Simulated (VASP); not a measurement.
# FeGe (P6/mmm) in VASP: single point with PBE

Aim: the single point of FeGe with PBE.

All numbers are computed with VASP 6.6.1; they aren't measurements. Logs are shortened: lines on timing, memory, paths and dates and some standing lists are left out, and cuts for length are marked.

### Step 1. The cell of the first run

The structure is hexagonal, space group P6/mmm (No. 191). The conventional cell has a = 4.959 Å, b = 4.959 Å, c = 4.052 Å, α = 90.00°, β = 90.00°, γ = 120.00°. Within 3.3 Å of Fe (site symmetry mmm) lie 4 Fe at 2.48 Å and 6 Ge at 2.48 Å. Within 3.3 Å of Ge (site symmetry 6/mmm) lie 6 Fe at 2.48 Å. Within 3.3 Å of Ge (site symmetry -6m2) lie 6 Fe at 2.48 Å and 3 Ge at 2.86 Å.

### Step 2. Single point, PBE, collinear spin, ferromagnetic start

The input, INCAR:

```
ALGO = Normal
EDIFF = 1E-6
ENCUT = 520
GGA = PE
ISIF = 2
ISMEAR = 0
ISPIN = 2
LASPH = T
LCHARG = F
LMAXMIX = 4
LORBIT = 11
LREAL = F
LWAVE = F
MAGMOM = 1.69 1.69 1.69 0 0 0
NBANDS = 46
NELM = 150
PREC = Accurate
SIGMA = 0.1
```

The input, KPOINTS:

```
k-points
0
Gamma
  9 9 10
```

The input, POSCAR:

```
FeGe
1.0
    4.9593831542      0.0000000000      0.0000000000
   -2.4796915771      4.2949517986      0.0000000000
    0.0000000000      0.0000000000      4.0516425841
Fe Ge
3 3
Direct
    0.5000000000      0.0000000000      0.0000000000
    0.5000000000      0.5000000000      0.0000000000
    0.0000000000      0.5000000000      0.0000000000
    0.0000000000      0.0000000000      0.0000000000
    0.3333333333      0.6666666667      0.5000000000
    0.6666666667      0.3333333333      0.5000000000
```

Potentials or basis: VASP PAW PBE potentials, release 64 (Fe, Ge_d).

The run is started by

```console
$ cat potpaw_PBE.64/Fe/POTCAR potpaw_PBE.64/Ge_d/POTCAR > POTCAR
$ mpirun -np 1 vasp_std > vasp.out
```

OUTCAR:

```text
EDIFF = 1E-6
   ENCUT = 520
   GGA = PE
   ISIF = 2
   ISMEAR = 0
   ISPIN = 2
   LASPH = T
   LORBIT = 11
   LREAL = F
   NELM = 150
   PREC = Accurate

 ion  position               nearest neighbor table
   1  0.500  0.000  0.000-   2 2.48   3 2.48   2 2.48   3 2.48   4 2.48   4 2.48   6 2.48   5 2.48
                             6 2.48   5 2.48
   2  0.500  0.500  0.000-   1 2.48   4 2.48   1 2.48   4 2.48   3 2.48   3 2.48   6 2.48   5 2.48
                             6 2.48   5 2.48
   3  0.000  0.500  0.000-   1 2.48   4 2.48   4 2.48   1 2.48   2 2.48   2 2.48   6 2.48   5 2.48
                             6 2.48   5 2.48
   4  0.000  0.000  0.000-   2 2.48   3 2.48   3 2.48   2 2.48   1 2.48   1 2.48
   5  0.333  0.667  0.500-   1 2.48   1 2.48   3 2.48   3 2.48   2 2.48   2 2.48   6 2.86   6 2.86
                             6 2.86
   6  0.667  0.333  0.500-   1 2.48   1 2.48   3 2.48   3 2.48   2 2.48   2 2.48   5 2.86   5 2.86
                             5 2.86

  LATTYP: Found a hexagonal cell.
 ALAT       =     4.9593831542
 C/A-ratio  =     0.8169650253

  Lattice vectors:

 A1 = (   4.9593831542,   0.0000000000,   0.0000000000)
 A2 = (  -2.4796915771,   4.2949517986,   0.0000000000)
 A3 = (   0.0000000000,   0.0000000000,   4.0516425841)

Analysis of symmetry for initial positions (statically):
=====================================================================
 Subroutine PRICEL returns:
 Original cell was already a primitive cell.

 Routine SETGRP: Setting up the symmetry group for a
 hexagonal supercell.

 Subroutine GETGRP returns: Found 24 space group operations
 (whereof 24 operations were pure point group operations)
 out of a pool of 24 trial point group operations.

The static configuration has the point symmetry D_6h.

Analysis of symmetry for dynamics (positions and initial velocities):
=====================================================================
 Subroutine PRICEL returns:
 Original cell was already a primitive cell.

 Routine SETGRP: Setting up the symmetry group for a
 hexagonal supercell.

 Subroutine GETGRP returns: Found 24 space group operations
 (whereof 24 operations were pure point group operations)
 out of a pool of 24 trial point group operations.

The dynamic configuration has the point symmetry D_6h.

Analysis of structural, dynamic, and magnetic symmetry:
=====================================================================
 Subroutine PRICEL returns:
 Original cell was already a primitive cell.

 Routine SETGRP: Setting up the symmetry group for a
 hexagonal supercell.

 Subroutine GETGRP returns: Found 24 space group operations
 (whereof 24 operations were pure point group operations)
 out of a pool of 24 trial point group operations.

The overall configuration has the point symmetry D_6h.

 Subroutine INISYM returns: Found 24 space group operations
 (whereof 24 operations are pure point group operations),
 and found     1 'primitive' translations

----------------------------------------------------------------------------------------

                                     Primitive cell

  volume of cell :      86.3012

  direct lattice vectors                    reciprocal lattice vectors
     4.959383154  0.000000000  0.000000000     0.201637980  0.116415742  0.000000000
    -2.479691577  4.294951799  0.000000000     0.000000000  0.232831484  0.000000000
     0.000000000  0.000000000  4.051642584     0.000000000  0.000000000  0.246813479

  length of vectors
     4.959383154  4.959383154  4.051642584     0.232831484  0.232831484  0.246813479

  position of ions in fractional coordinates (direct lattice)
     0.500000000  0.000000000  0.000000000
     0.500000000  0.500000000  0.000000000
     0.000000000  0.500000000  0.000000000
     0.000000000  0.000000000  0.000000000
     0.333333333  0.666666667  0.500000000
     0.666666667  0.333333333  0.500000000

  ion indices of the primitive-cell ions
   primitive index   ion index
                 1           1
                 2           2
                 3           3
[... 36 lines left out ...]
  0.444444 -0.000000  0.000000      6.000000
  0.111111  0.111111  0.000000      6.000000
[... 16 lines left out ...]
  0.333333  0.222222  0.100000     24.000000
  0.333333  0.333333  0.100000      4.000000
 [... further k-points ...]
   k-points           NKPTS =     72   k-points in BZ     NKDIM =     72   number of bands    NBANDS=     46
   number of dos      NEDOS =    301   number of ions     NIONS =      6
   total plane-waves  NPLWV =  48000
   dimension x,y,z NGX =    40 NGY =   40 NGZ =   30
   dimension x,y,z NGXF=    80 NGYF=   80 NGZF=   60
   ions per type =               3   3
   NGX,Y,Z   is equivalent  to a cutoff of  13.41, 13.41, 12.31 a.u.
   NGXF,Y,Z  is equivalent  to a cutoff of  26.82, 26.82, 24.62 a.u.
 SYSTEM =  unknown system
   PREC   = accura    normal or accurate (medium, high low for compatibility)
   ISTART =      0    job   : 0-new  1-cont  2-samecut
   ICHARG =      2    charge: 1-file 2-atom 10-const
   ISPIN  =      2    spin polarized calculation?
   LNONCOLLINEAR =      F non collinear calculations
   LSORBIT =      F    spin-orbit coupling
   LASPH  =      T    aspherical Exc in radial PAW
   ENCUT  =  520.0 eV  38.22 Ry    6.18 a.u.   9.22  9.22  7.53*2*pi/ulx,y,z
   NELM   =    150;   NELMIN=  2; NELMDL= -5     # of ELM steps
   EDIFF  = 0.1E-05   stopping-criterion for ELM
   LREAL  =      F    real-space projection
   EDIFFG = 0.1E-04   stopping-criterion for IOM
   NSW    =      0    number of steps for IOM
   IBRION =     -1    ionic relax: 0-MD 1-quasi-New 2-CG
   NFREE  =      0    steps in history (QN), initial steepest desc. (CG)
   ISIF   =      2    stress and relaxation
   ISYM   =      2    0-nonsym 1-usesym 2-fastsym
   POTIM  = 0.5000    time-step for ionic-motion
   TEBEG  =    0.0;   TEEND  =   0.0 temperature during run
   PSTRESS=    0.0 pullay stress
   NELECT =      66.0000    total number of electrons
   NUPDOWN=      -1.0000    fix difference up-down
   EMIN   =  10.00;   EMAX   =-10.00  energy-range for DOS
   EFERMI =   0.00;   METHOD = LEGACY
   ISMEAR =     0;   SIGMA  =   0.10  broadening in eV -4-tet -1-fermi 0-gaus
   EFERMI_NEDOS =   21; number of points for ismear=-14 and -15
   IALGO  =     38    algorithm
   IMIX   =      4    mixing-type and parameters
     AMIX     =   0.40;   BMIX     =  1.00
     AMIX_MAG =   1.60;   BMIX_MAG =  1.00
  volume/ion in A,a.u.               =      14.38        97.06
  Fermi-wavevector in a.u.,A,eV,Ry     =   1.497099  2.829106 30.494801  2.241305
  Thomas-Fermi vector in A             =   2.609030
   LORBIT       =     11    0 simple, 1 ext, 2 COOP (PROOUT), +10 PAW based schemes
   GGA     = PE    functional components
   LHFCALC =     F    Hartree Fock is set to
   AEXX    =    0.0000 exact exchange contribution
   IVDW    =     0    specifies the selected vdW correction
   LEPSILON=     F    determine dielectric tensor
   LRPA    =     F    only Hartree local field effects (RPA)
 spin polarized calculation
 Gauss-broadening in eV      SIGMA  =   0.10
  energy-cutoff  :      520.00
  volume of cell :       86.30
 maximum number of plane-waves:      2344
 NGX is ok and might be reduce to    40
   NGX = 19   NGY = 19   NGZ = 15

 number of electron      65.9999965 magnetization       4.0855701

 Free energy of the ion-electron system (eV)
  ---------------------------------------------------
  ext. energy  EPLUGINS =         0.00000000
  ---------------------------------------------------
  free energy    TOTEN  =       -39.05222117 eV

  energy without entropy =      -39.03130736  energy(sigma->0) =      -39.04176427

 E-fermi :   7.0530     XC(G=0): -12.0924

 val. band max:        7.0499977540   @ k =   0.4444   0.1111   0.5000
 cond. band min:       7.0530820349   @ k =   0.3333   0.2222   0.5000
 fundamental gap:      0.0030842809
 Fermi energy:         7.0530153124

 spin component 1

 k-point     1 :       0.0000    0.0000    0.0000
  band No.  band energies     occupation
      1     -17.9474      1.00000
      2     -17.8719      1.00000
      3     -17.8719      1.00000
      4     -17.7733      1.00000
      5     -17.7733      1.00000
      6     -17.7471      1.00000
[... 1141 lines left out ...]
     44      13.5153      0.00000
     45      13.5153      0.00000

 [... further k-points ...]

 spin component 2

 k-point     1 :       0.0000    0.0000    0.0000
  band No.  band energies     occupation
      1     -17.9572      1.00000
      2     -17.8875      1.00000
      3     -17.8875      1.00000
      4     -17.7812      1.00000
      5     -17.7812      1.00000
      6     -17.7651      1.00000
[... 1141 lines left out ...]
     44      13.7736      0.00000
     45      13.7736      0.00000

 [... further k-points ...]

 [bands above 45 left out]

------------------------ aborting loop because EDIFF is reached ----------------------------------------

  FORCE on cell =-STRESS in cart. coord.  units (eV):
  Direction    XX          YY          ZZ          XY          YZ          ZX
  --------------------------------------------------------------------------------------
  -------------------------------------------------------------------------------------
  Total        0.0163121      0.0163121      0.0044791      0.0000000      0.0000000      0.0000000
  in kB        0.3028327      0.3028327      0.0831536      0.0000000      0.0000000      0.0000000
  external PRESSURE =       0.2296063 kB  Pullay stress =       0.0000000 kB

 VOLUME and BASIS-vectors are now :
 -----------------------------------------------------------------------------
  energy-cutoff  :      520.00
  volume of cell :       86.30
      direct lattice vectors                 reciprocal lattice vectors
     4.959383154  0.000000000  0.000000000     0.201637980  0.116415742  0.000000000
    -2.479691577  4.294951799  0.000000000     0.000000000  0.232831484  0.000000000
     0.000000000  0.000000000  4.051642584     0.000000000  0.000000000  0.246813479

 POSITION                                       TOTAL-FORCE (eV/Angst)
 -----------------------------------------------------------------------------------
      2.47969      0.00000      0.00000         0.000000      0.000000      0.000000
      1.23985      2.14748      0.00000         0.000000      0.000000      0.000000
     -1.23985      2.14748      0.00000         0.000000      0.000000      0.000000
      0.00000      0.00000      0.00000         0.000000      0.000000      0.000000
     -0.00000      2.86330      2.02582        -0.000000      0.000000      0.000000
      2.47969      1.43165      2.02582        -0.000000     -0.000000      0.000000
 -----------------------------------------------------------------------------------
    total drift:                               -0.000000      0.000000     -0.000000

  FREE ENERGIE OF THE ION-ELECTRON SYSTEM (eV)
  ---------------------------------------------------
  free  energy   TOTEN  =       -39.0522211724 eV

  energy  without entropy=      -39.0313073648  energy(sigma->0) =      -39.04176427

 total charge

# of ion       s       p       d       tot
------------------------------------------
    1        0.438   0.571   6.423   7.432
    2        0.438   0.571   6.423   7.432
    3        0.438   0.571   6.423   7.432
    4        1.148   1.141  10.058  12.347
    5        1.124   1.194  10.084  12.401
    6        1.124   1.194  10.084  12.401
--------------------------------------------------
tot          4.710   5.241  49.494  59.445

 magnetization (x)

# of ion       s       p       d       tot
------------------------------------------
    1        0.004   0.002   1.438   1.445
    2        0.004   0.002   1.438   1.445
    3        0.004   0.002   1.438   1.445
    4       -0.003  -0.095   0.006  -0.092
    5       -0.008  -0.050   0.000  -0.058
    6       -0.008  -0.050   0.000  -0.058
--------------------------------------------------
tot         -0.005  -0.189   4.322   4.128
```

Run time: 9 min. Hardware: 1 thread of Oxide Virtual Turin-like, shared host; peak memory 0.48 GiB.

Results:

* Free energy: -39.0522 eV
* Pressure: 0.0 GPa
* Net moment: 4.09 μB per cell
* Site moments: Fe +1.45; Ge -0.09, -0.06 (each value once) μB
* Valence electrons inside the program's atomic spheres: Fe 7.43; Ge 12.35, 12.40 (each value once)

Levels at points of the mesh, in eV from the Fermi level:
Spin up:
| k point | band 33 | band 34 | band 35 | band 36 | band 37 | band 38 |
| --- | --- | --- | --- | --- | --- | --- |
| (0.00, 0.00, 0.00) | -1.25 | -1.25 | -0.17 | 0.25 | 1.31 | 1.31 |
| (0.00, 0.00, 0.50) | -1.39 | -1.32 | -1.32 | -1.32 | -0.43 | 0.03 |
Spin down:
| k point | band 27 | band 28 | band 29 | band 30 | band 31 | band 32 | band 33 | band 34 | band 35 | band 36 |
| --- | --- | --- | --- | --- | --- | --- | --- | --- | --- | --- |
| (0.00, 0.00, 0.00) | -2.38 | -1.49 | -1.49 | 0.25 | 0.25 | 0.36 | 0.51 | 0.51 | 1.02 | 1.28 |
| (0.00, 0.00, 0.50) | -2.10 | -1.86 | -1.86 | -0.59 | -0.59 | -0.53 | 0.31 | 0.31 | 0.31 | 0.40 |
